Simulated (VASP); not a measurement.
# KF in VASP: a series of runs

KF is run at these levels: PBE; tasks: relaxation of cell and atoms, single point.

Everything below comes from runs of VASP 6.6.1. Logs are shortened: lines on timing, memory, paths and dates and some standing lists are left out, and cuts for length are marked.

## Step 1: The cell of the first run

The structure is hexagonal, space group P6_3/mmc (No. 194). The conventional cell has a = 3.959 Å, b = 3.959 Å, c = 13.143 Å, α = 90.00°, β = 90.00°, γ = 120.00°. K (site symmetry -6m2) has 6 F at 2.87 Å within 3.8 Å. K (site symmetry -3m) has 6 F at 2.76 Å within 3.6 Å. F (site symmetry 3m) has 6 K at 2.76 to 2.87 Å and 1 F at 3.46 Å within 3.6 Å.

The cell was generated, and may not be a known phase.

## Step 2: Relaxation of cell and atoms, PBE

INCAR

```
PREC = Accurate
ENCUT = 600
EDIFF = 1E-6
ISMEAR = 0
SIGMA = 0.15
LREAL = F
LASPH = T
NELM = 80
ALGO = Normal
ISIF = 3
LWAVE = F
LCHARG = F
GGA = PE
IBRION = 2
NSW = 36
EDIFFG = -0.08
```

KPOINTS

```
regular mesh
0
Gamma
  4 4 1
```

POSCAR

```
KF
1.0
    3.9586029800      0.0000000000      0.0000000000
   -1.9793014900      3.4282507400      0.0000000000
    0.0000000000      0.0000000000     13.1428443900
K F
4 4
Direct
    0.3333333300      0.6666666700      0.2500000000
    0.6666666700      0.3333333300      0.7500000000
    0.0000000000      0.0000000000      0.0000000000
    0.0000000000      0.0000000000      0.5000000000
    0.3333333300      0.6666666700      0.6183000200
    0.6666666700      0.3333333300      0.1183000200
    0.3333333300      0.6666666700      0.8816999800
    0.6666666700      0.3333333300      0.3816999800
```

Potentials or basis: VASP PAW PBE potentials, release 64 (K_sv, F).

Started as:

```console
$ cat potpaw_PBE.64/K_sv/POTCAR potpaw_PBE.64/F/POTCAR > POTCAR
$ mpirun -np 1 vasp_std > vasp.out
```

OUTCAR:

```text
PREC = Accurate
   ENCUT = 600
   EDIFF = 1E-6
   ISMEAR = 0
   LREAL = F
   LASPH = T
   NELM = 80
   ISIF = 3
   GGA = PE
   IBRION = 2
   NSW = 36
   EDIFFG = -0.08

 ion  position               nearest neighbor table
   1  0.333  0.667  0.250-
   2  0.667  0.333  0.750-
   3  0.000  0.000  0.000-   6 2.76   7 2.76   7 2.76   6 2.76   6 2.76   7 2.76
   4  0.000  0.000  0.500-   5 2.76   8 2.76   5 2.76   8 2.76   8 2.76   5 2.76
   5  0.333  0.667  0.618-   4 2.76   4 2.76   4 2.76
   6  0.667  0.333  0.118-   3 2.76   3 2.76   3 2.76
   7  0.333  0.667  0.882-   3 2.76   3 2.76   3 2.76
   8  0.667  0.333  0.382-   4 2.76   4 2.76   4 2.76

  LATTYP: Found a hexagonal cell.
 ALAT       =     3.9586029800
 C/A-ratio  =     3.3200713627

  Lattice vectors:

 A1 = (   3.9586029800,   0.0000000000,   0.0000000000)
 A2 = (  -1.9793014900,   3.4282507400,   0.0000000000)
 A3 = (   0.0000000000,   0.0000000000,  13.1428443900)

Analysis of symmetry for initial positions (statically):
=====================================================================
 Subroutine PRICEL returns:
 Original cell was already a primitive cell.

 Routine SETGRP: Setting up the symmetry group for a
 hexagonal supercell.

 Subroutine GETGRP returns: Found 24 space group operations
 (whereof 12 operations were pure point group operations)
 out of a pool of 24 trial point group operations.

The static configuration has the point symmetry D_3d.
 The point group associated with its full space group is D_6h.

Analysis of symmetry for dynamics (positions and initial velocities):
=====================================================================
 Subroutine PRICEL returns:
 Original cell was already a primitive cell.

 Routine SETGRP: Setting up the symmetry group for a
 hexagonal supercell.

 Subroutine GETGRP returns: Found 24 space group operations
 (whereof 12 operations were pure point group operations)
 out of a pool of 24 trial point group operations.

The dynamic configuration has the point symmetry D_3d.
 The point group associated with its full space group is D_6h.

 Subroutine INISYM returns: Found 24 space group operations
 (whereof 12 operations are pure point group operations),
 and found     1 'primitive' translations

----------------------------------------------------------------------------------------

                                     Primitive cell

  volume of cell :     178.3626

  direct lattice vectors                    reciprocal lattice vectors
     3.958602980  0.000000000  0.000000000     0.252614371  0.145846975  0.000000000
    -1.979301490  3.428250740  0.000000000     0.000000000  0.291693950  0.000000000
     0.000000000  0.000000000 13.142844390     0.000000000  0.000000000  0.076087030

  length of vectors
     3.958602980  3.958602976 13.142844390     0.291693950  0.291693950  0.076087030

  position of ions in fractional coordinates (direct lattice)
     0.333333330  0.666666670  0.250000000
     0.666666670  0.333333330  0.750000000
     0.000000000  0.000000000  0.000000000
     0.000000000  0.000000000  0.500000000
     0.333333330  0.666666670  0.618300020
     0.666666670  0.333333330  0.118300020
     0.333333330  0.666666670  0.881699980
     0.666666670  0.333333330  0.381699980

  ion indices of the primitive-cell ions
   primitive index   ion index
                 1           1
                 2           2
                 3           3
                 4           4
                 5           5
                 6           6
                 7           7
                 8           8

----------------------------------------------------------------------------------------

 KPOINTS: regular mesh

Automatic generation of k-mesh.
 Grid dimensions read from file:
 generate k-points for:    4    4    1

 Generating k-lattice:

  Cartesian coordinates                     Fractional coordinates (reciprocal lattice)
     0.063153593  0.036461744  0.000000000     0.250000000  0.000000000  0.000000000
     0.000000000  0.072923488  0.000000000     0.000000000  0.250000000  0.000000000
     0.000000000  0.000000000  0.076087030     0.000000000  0.000000000  1.000000000

  Length of vectors
     0.072923487  0.072923488  0.076087030

  Shift w.r.t. Gamma in fractional coordinates (k-lattice)
     0.000000000  0.000000000  0.000000000

 Subroutine IBZKPT returns following result:
 ===========================================

 Found      4 irreducible k-points:

 Following reciprocal coordinates:
            Coordinates               Weight
  0.000000  0.000000  0.000000      1.000000
  0.250000  0.000000  0.000000      6.000000
  0.500000  0.000000  0.000000      3.000000
  0.250000  0.250000  0.000000      6.000000
   k-points           NKPTS =      4   k-points in BZ     NKDIM =      4   number of bands    NBANDS=     38
   number of dos      NEDOS =    301   number of ions     NIONS =      8
   total plane-waves  NPLWV = 110592
   dimension x,y,z NGX =    32 NGY =   32 NGZ =  108
   dimension x,y,z NGXF=    64 NGYF=   64 NGZF=  216
   ions per type =               4   4
   NGX,Y,Z   is equivalent  to a cutoff of  13.44, 13.44, 13.66 a.u.
   NGXF,Y,Z  is equivalent  to a cutoff of  26.88, 26.88, 27.32 a.u.
 SYSTEM =  unknown system
   PREC   = accura    normal or accurate (medium, high low for compatibility)
   ISTART =      0    job   : 0-new  1-cont  2-samecut
   ICHARG =      2    charge: 1-file 2-atom 10-const
   ISPIN  =      1    spin polarized calculation?
   LNONCOLLINEAR =      F non collinear calculations
   LSORBIT =      F    spin-orbit coupling
   LASPH  =      T    aspherical Exc in radial PAW
   ENCUT  =  600.0 eV  44.10 Ry    6.64 a.u.   7.91  7.91 26.25*2*pi/ulx,y,z
   NELM   =     80;   NELMIN=  2; NELMDL= -5     # of ELM steps
   EDIFF  = 0.1E-05   stopping-criterion for ELM
   LREAL  =      F    real-space projection
   EDIFFG = -.8E-01   stopping-criterion for IOM
   NSW    =     36    number of steps for IOM
   IBRION =      2    ionic relax: 0-MD 1-quasi-New 2-CG
   NFREE  =      1    steps in history (QN), initial steepest desc. (CG)
   ISIF   =      3    stress and relaxation
   ISYM   =      2    0-nonsym 1-usesym 2-fastsym
   POTIM  = 0.5000    time-step for ionic-motion
   TEBEG  =    0.0;   TEEND  =   0.0 temperature during run
   PSTRESS=    0.0 pullay stress
   NELECT =      64.0000    total number of electrons
   NUPDOWN=      -1.0000    fix difference up-down
   EMIN   =  10.00;   EMAX   =-10.00  energy-range for DOS
   EFERMI =   0.00;   METHOD = LEGACY
   ISMEAR =     0;   SIGMA  =   0.15  broadening in eV -4-tet -1-fermi 0-gaus
   EFERMI_NEDOS =   21; number of points for ismear=-14 and -15
   IALGO  =     38    algorithm
   IMIX   =      4    mixing-type and parameters
     AMIX     =   0.40;   BMIX     =  1.00
     AMIX_MAG =   1.60;   BMIX_MAG =  1.00
  volume/ion in A,a.u.               =      22.30       150.46
  Fermi-wavevector in a.u.,A,eV,Ry     =   1.163323  2.198361 18.413031  1.353320
  Thomas-Fermi vector in A             =   2.299874
   LORBIT       =      0    0 simple, 1 ext, 2 COOP (PROOUT), +10 PAW based schemes
   GGA     = PE    functional components
   LHFCALC =     F    Hartree Fock is set to
   AEXX    =    0.0000 exact exchange contribution
   IVDW    =     0    specifies the selected vdW correction
   LEPSILON=     F    determine dielectric tensor
   LRPA    =     F    only Hartree local field effects (RPA)
 conjugate gradient relaxation of ions
 non-spin polarized calculation
 Gauss-broadening in eV      SIGMA  =   0.15
  energy-cutoff  :      600.00
  volume of cell :      178.36
 maximum number of plane-waves:      5954
 NGX is ok and might be reduce to    32
   NGX = 15   NGY = 15   NGZ = 53

--------------------------------------- Ionic step        1  -------------------------------------------

 number of electron      64.0000006 magnetization

 Free energy of the ion-electron system (eV)
  ---------------------------------------------------
  ext. energy  EPLUGINS =         0.00000000
  ---------------------------------------------------
  free energy    TOTEN  =       -32.88470309 eV

  energy without entropy =      -32.88470309  energy(sigma->0) =      -32.88470309

------------------------ aborting loop because EDIFF is reached ----------------------------------------

  FORCE on cell =-STRESS in cart. coord.  units (eV):
  Direction    XX          YY          ZZ          XY          YZ          ZX
  --------------------------------------------------------------------------------------
  -------------------------------------------------------------------------------------
  Total       -2.9059712     -2.9059712     -2.5068410      0.0000000      0.0000000      0.0000000
  in kB      -26.1034548    -26.1034548    -22.5181904      0.0000000      0.0000000      0.0000000
  external PRESSURE =     -24.9083667 kB  Pullay stress =       0.0000000 kB
[... 195 lines left out ...]
  energy  without entropy=      -33.0802614415  energy(sigma->0) =      -33.08026144

--------------------------------------- Ionic step        6  -------------------------------------------

 number of electron      63.9999995 magnetization

 Free energy of the ion-electron system (eV)
  ---------------------------------------------------
  ext. energy  EPLUGINS =         0.00000000
  ---------------------------------------------------
  free energy    TOTEN  =       -33.08937249 eV

  energy without entropy =      -33.08937249  energy(sigma->0) =      -33.08937249

 E-fermi :  -2.0446     XC(G=0):  -8.2354

 val. band max:       -2.7418801641   @ k =   0.0000   0.0000   0.0000
 cond. band min:       3.0016573892   @ k =   0.0000   0.0000   0.0000
 fundamental gap:      5.7435375533
 Fermi energy:        -2.0446350466

 k-point     1 :       0.0000    0.0000    0.0000
  band No.  band energies     occupation
      1     -29.2295      2.00000
      2     -29.2238      2.00000
      3     -29.0180      2.00000
      4     -29.0118      2.00000
      5     -21.5495      2.00000
      6     -21.5339      2.00000
[... 30 lines left out ...]
     37       6.9510      0.00000
     38       7.2220      0.00000

 k-point     2 :       0.2500    0.0000    0.0000
  band No.  band energies     occupation
      1     -29.2002      2.00000
      2     -29.1974      2.00000
      3     -28.9905      2.00000
      4     -28.9875      2.00000
      5     -21.5364      2.00000
      6     -21.5225      2.00000
[... 30 lines left out ...]
     37       6.4116      0.00000
     38       6.7135      0.00000

 k-point     3 :       0.5000    0.0000    0.0000
  band No.  band energies     occupation
      1     -29.1710      2.00000
      2     -29.1708      2.00000
      3     -28.9628      2.00000
      4     -28.9625      2.00000
      5     -21.5605      2.00000
      6     -21.5297      2.00000
[... 30 lines left out ...]
     37       6.6430      0.00000
     38       6.9748      0.00000

 k-point     4 :       0.2500    0.2500    0.0000
  band No.  band energies     occupation
      1     -29.1713      2.00000
      2     -29.1708      2.00000
      3     -28.9629      2.00000
      4     -28.9624      2.00000
      5     -21.5491      2.00000
      6     -21.5403      2.00000
[... 65 lines left out ...]
  FREE ENERGIE OF THE ION-ELECTRON SYSTEM (eV)
  ---------------------------------------------------
  free  energy   TOTEN  =       -33.0893724903 eV

  energy  without entropy=      -33.0893724903  energy(sigma->0) =      -33.08937249

 reached required accuracy - stopping structural energy minimisation
```

It took 4.6 min on 1 thread of Oxide Virtual Turin-like, shared host; peak memory 0.3 GiB.

Results:

| Property | Result |
| --- | --- |
| Free energy | -33.0894 eV |
| Relaxed volume | 19.81 Å³/atom |
| Relaxed cell | a = 3.781 Å, b = 3.781 Å, c = 12.796 Å, α = 90.00°, β = 90.00°, γ = 120.00° |
| Space group after relaxing (to 0.1 Å) | P6_3/mmc (No. 194) |
| Energy gained by relaxing | 25.6 meV/atom |
| Ionic steps | 6 |
| Pressure after relaxing | 0.1 GPa |
| Largest force after relaxing | 0.015 eV/Å |
| Band gap on the k mesh | 5.74 eV |

Forces in eV/Å, atoms in the order of the input:
```
K    0.000  0.000  0.000
K    0.000  0.000  0.000
K    0.000  0.000  0.000
K    0.000  0.000  0.000
F    0.000  0.000 -0.015
F    0.000  0.000 -0.015
F    0.000  0.000  0.015
F    0.000  0.000  0.015
```

Stress tensor (GPa, compression positive):
```
0.02 0.00 0.00
0.00 0.02 0.00
0.00 0.00 0.22
```

The path:
```tsv
step	energy change (eV)	largest force (eV/Å)	pressure (GPa)	volume (Å³)
1	0.0000	0.2168	-2.49	178.36
2	-0.1221	0.2045	-1.57	169.56
3	-0.1866	0.1839	-0.01	159.27
4	-0.1871	0.1806	0.19	158.17
5	-0.1956	0.1271	0.16	158.25
6	-0.2047	0.0152	0.08	158.46
```

Final structure:
```
K F
1.0
     3.78135    0.00000    0.00000
    -1.89067    3.27474    0.00000
     0.00000    0.00000   12.79630
K F
4 4
Cartesian
  0.0000 2.1832 3.1991
  1.8907 1.0916 9.5972
  0.0000 0.0000 0.0000
  0.0000 0.0000 6.3981
  0.0000 2.1832 7.9793
  1.8907 1.0916 1.5812
  0.0000 2.1832 11.2151
  1.8907 1.0916 4.8170
```

Levels at points of the mesh, in eV from the valence-band top:
```csv
k point,band 29,band 30,band 31,band 32,band 33,band 34,band 35,band 36
"(0.00, 0.00, 0.00)",-0.19,-0.16,-0.16,0.00,5.74,6.95,7.29,8.51
"(0.50, 0.00, 0.00)",-0.28,-0.26,-0.18,-0.08,7.97,8.49,8.67,8.82
```

Caveat: the k points lie up to 0.49 Å⁻¹ apart in the final cell.

## Step 3: Single point, PBE

This run uses another cell than the first one, of 19.92 Å³/atom.

INCAR

```
SYSTEM = KF
  PREC = Accurate
  ENCUT = 520
  EDIFF = 1E-6
  ISMEAR = 0
  SIGMA = 0.02
  LREAL = .False.
  LASPH = .True.
  NELM = 100
  ALGO = Normal
  ISIF = 2
  LWAVE = .False.
  LCHARG = .True.
  GGA = PE
  LELF = .True.
  LVHAR = .True.
  NBANDS = 42
```

KPOINTS

```
regular mesh
0
Gamma
  6 6 2
  0 0 0
```

POSCAR

```
KF
1.0
    3.7827764705      0.0000000000      0.0000000000
   -1.8913882352      3.2759805203      0.0000000000
    0.0000000000      0.0000000000     12.8568264787
K F
4 4
Direct
    0.3333333333      0.6666666667      0.2500000000
    0.6666666667      0.3333333333      0.7500000000
    0.0000000000      0.0000000000      0.0000000000
    0.0000000000      0.0000000000      0.5000000000
    0.3333333333      0.6666666667      0.6232732861
    0.6666666667      0.3333333333      0.1232732861
    0.3333333333      0.6666666667      0.8767267139
    0.6666666667      0.3333333333      0.3767267139
```

Potentials or basis: VASP PAW PBE potentials, release 64 (K_sv, F).

Started as:

```console
$ cat potpaw_PBE.64/K_sv/POTCAR potpaw_PBE.64/F/POTCAR > POTCAR
$ mpirun -np 1 vasp_std > vasp.out
```

OUTCAR:

```text
SYSTEM = KF
   PREC = Accurate
   ENCUT = 520
   EDIFF = 1E-6
   ISMEAR = 0
   LREAL = .False.
   LASPH = .True.
   NELM = 100
   ISIF = 2
   GGA = PE

 ion  position               nearest neighbor table
   1  0.333  0.667  0.250-   6 2.72   8 2.72   6 2.72   8 2.72   6 2.72   8 2.72
   2  0.667  0.333  0.750-   5 2.72   7 2.72   5 2.72   7 2.72   5 2.72   7 2.72
   3  0.000  0.000  0.000-   6 2.70   7 2.70   7 2.70   6 2.70   6 2.70   7 2.70
   4  0.000  0.000  0.500-   5 2.70   8 2.70   5 2.70   8 2.70   8 2.70   5 2.70
   5  0.333  0.667  0.623-   4 2.70   4 2.70   4 2.70   2 2.72   2 2.72   2 2.72
   6  0.667  0.333  0.123-   3 2.70   3 2.70   3 2.70   1 2.72   1 2.72   1 2.72
[... 834 lines left out ...]
  in kB       -0.2071027     -0.2071027     -0.1138786     -0.0000000      0.0000000     -0.0000000
  external PRESSURE =      -0.1760280 kB  Pullay stress =       0.0000000 kB

 VOLUME and BASIS-vectors are now :
 -----------------------------------------------------------------------------
  energy-cutoff  :      520.00
  volume of cell :      159.33
      direct lattice vectors                 reciprocal lattice vectors
     3.782776470  0.000000000  0.000000000     0.264356091  0.152626060  0.000000000
    -1.891388235  3.275980520  0.000000000     0.000000000  0.305252120  0.000000000
     0.000000000  0.000000000 12.856826479     0.000000000  0.000000000  0.077779692

 POSITION                                       TOTAL-FORCE (eV/Angst)
 -----------------------------------------------------------------------------------
     -0.00000      2.18399      3.21421        -0.000000      0.000000      0.000000
      1.89139      1.09199      9.64262         0.000000      0.000000      0.000000
      0.00000      0.00000      0.00000        -0.000000      0.000000      0.000000
      0.00000      0.00000      6.42841        -0.000000      0.000000      0.000000
     -0.00000      2.18399      8.01332        -0.000000      0.000000      0.004614
      1.89139      1.09199      1.58490         0.000000     -0.000000      0.004614
     -0.00000      2.18399     11.27192        -0.000000      0.000000     -0.004614
      1.89139      1.09199      4.84351         0.000000     -0.000000     -0.004614
 -----------------------------------------------------------------------------------
    total drift:                                0.000000      0.000000      0.000000

  FREE ENERGIE OF THE ION-ELECTRON SYSTEM (eV)
  ---------------------------------------------------
  free  energy   TOTEN  =       -33.0555413321 eV

  energy  without entropy=      -33.0555413321  energy(sigma->0) =      -33.05554133
```

OSZICAR:

```text
N       E                     dE             d eps       ncg     rms          rms(c)
DAV:   1     0.565835091902E+03    0.56584E+03   -0.32694E+04  1176   0.145E+03
DAV:   2     0.132779006024E+01   -0.56451E+03   -0.54192E+03  1492   0.416E+02
DAV:   3    -0.342267064632E+02   -0.35554E+02   -0.35365E+02  1462   0.970E+01
DAV:   4    -0.382259846000E+02   -0.39993E+01   -0.39923E+01  2048   0.189E+01
DAV:   5    -0.382778240439E+02   -0.51839E-01   -0.51835E-01  1502   0.278E+00    0.126E+01
DAV:   6    -0.331543233896E+02    0.51235E+01   -0.21130E+01  1374   0.206E+01    0.690E+00
DAV:   7    -0.330883020253E+02    0.66021E-01   -0.10977E+00  1584   0.436E+00    0.489E+00
DAV:   8    -0.330506547144E+02    0.37647E-01   -0.33300E-01  1306   0.380E+00    0.718E-01
DAV:   9    -0.330497617390E+02    0.89298E-03   -0.59210E-02  1456   0.109E+00    0.221E-01
DAV:  10    -0.330554103438E+02   -0.56486E-02   -0.11441E-02  1438   0.510E-01    0.170E-01
DAV:  11    -0.330554117030E+02   -0.13592E-05   -0.18129E-03  1512   0.177E-01    0.282E-02
DAV:  12    -0.330555295653E+02   -0.11786E-03   -0.21362E-04  1568   0.688E-02    0.111E-02
DAV:  13    -0.330555399845E+02   -0.10419E-04   -0.19567E-05  1416   0.231E-02    0.364E-03
DAV:  14    -0.330555413577E+02   -0.13732E-05   -0.21173E-06  1012   0.758E-03    0.117E-03
DAV:  15    -0.330555413321E+02    0.25593E-07   -0.23839E-07   976   0.289E-03
   1 F= -.33055541E+02 E0= -.33055541E+02  d E =-.507109E-16
```

stdout:

```text
POSCAR found type information on POSCAR K F
 POSCAR found :  2 types and       8 ions
 scaLAPACK will be used
 LDA part: xc-table for (Slater+PW92), standard interpolation
 POSCAR, INCAR and KPOINTS ok, starting setup
 FFT: planning ... GRIDC
 FFT: planning ... GRID_SOFT
 FFT: planning ... GRID
 WAVECAR not read
 entering main loop
```

Wall time 2.3 min (1 thread of Oxide Virtual Turin-like, shared host); peak memory 0.25 GiB.

What came out:

```yaml
Free_energy: -33.0555 eV
Pressure: 0.0 GPa
Largest_force: 0.005 eV/Å
Band_gap_on_the_k_mesh: 5.72 eV
```

Forces in eV/Å, atoms in the order of the input:
```
K    0.000  0.000  0.000
K    0.000  0.000  0.000
K    0.000  0.000  0.000
K    0.000  0.000  0.000
F    0.000  0.000  0.005
F    0.000  0.000  0.005
F    0.000  0.000 -0.005
F    0.000  0.000 -0.005
```

Levels at points of the mesh, in eV from the valence-band top:
| k point | band 28 | band 29 | band 30 | band 31 | band 32 | band 33 | band 34 | band 35 | band 36 | band 37 |
| --- | --- | --- | --- | --- | --- | --- | --- | --- | --- | --- |
| (0.00, 0.00, 0.00) | -0.17 | -0.17 | -0.15 | -0.15 | 0.00 | 5.72 | 6.90 | 7.27 | 8.49 | 9.67 |
| (0.50, 0.00, 0.00) | -0.30 | -0.26 | -0.26 | -0.17 | -0.08 | 7.97 | 8.46 | 8.66 | 8.81 | 9.37 |
| (0.00, 0.00, 0.50) | -0.16 | -0.16 | -0.16 | -0.15 | -0.15 | 6.10 | 6.10 | 8.13 | 8.13 | 9.81 |
| (0.50, 0.00, 0.50) | -0.36 | -0.20 | -0.20 | -0.15 | -0.15 | 8.15 | 8.15 | 8.77 | 8.77 | 9.62 |

[end of part 1 of 2]
